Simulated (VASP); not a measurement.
Input of a VASP 6.6.1 run:

The input INCAR:

```
SYSTEM = Si2B
PREC = Accurate
ENCUT = 520
EDIFF = 1E-6
ISMEAR = 0
SIGMA = 0.1
LREAL = .FALSE.
LASPH = .TRUE.
NELM = 100
ALGO = Normal
ISIF = 2
LWAVE = .FALSE.
LCHARG = .FALSE.
GGA = PE
NBANDS = 12
```

KPOINTS

```
Automatic mesh
0
G
  4 4 6
  0 0 0
```

File POSCAR:

```
Si2B
1.0
    2.5693730452     -3.3282377266      0.0000000000
    2.5693730452      3.3282377266      0.0000000000
    0.0000000000      0.0000000000      2.4022847693
Si B
2 1
Direct
    0.0000000000      0.5000000000      0.0000000000
    0.5000000000      0.0000000000      0.0000000000
    0.5000000000      0.5000000000      0.0000000000
```

Potentials or basis: VASP PAW PBE potentials, release 64 (Si, B).

The run is started by

```console
$ cat potpaw_PBE.64/Si/POTCAR potpaw_PBE.64/B/POTCAR > POTCAR
$ mpirun -np 1 vasp_std > vasp.out
```

Question: Estimate the band gap on the k mesh.

Answer: Zero (an odd number of electrons rules out a gap without spin polarisation).

Question: Estimate the pressure.

Answer: 0.1 GPa.

Stress tensor (GPa, compression positive):
```
0.23 0.00 0.00
0.00 0.19 0.00
0.00 0.00 0.00
```

Caveat: the k points lie up to 0.44 Å⁻¹ apart, too coarse for converged energies and pressures of a metal.
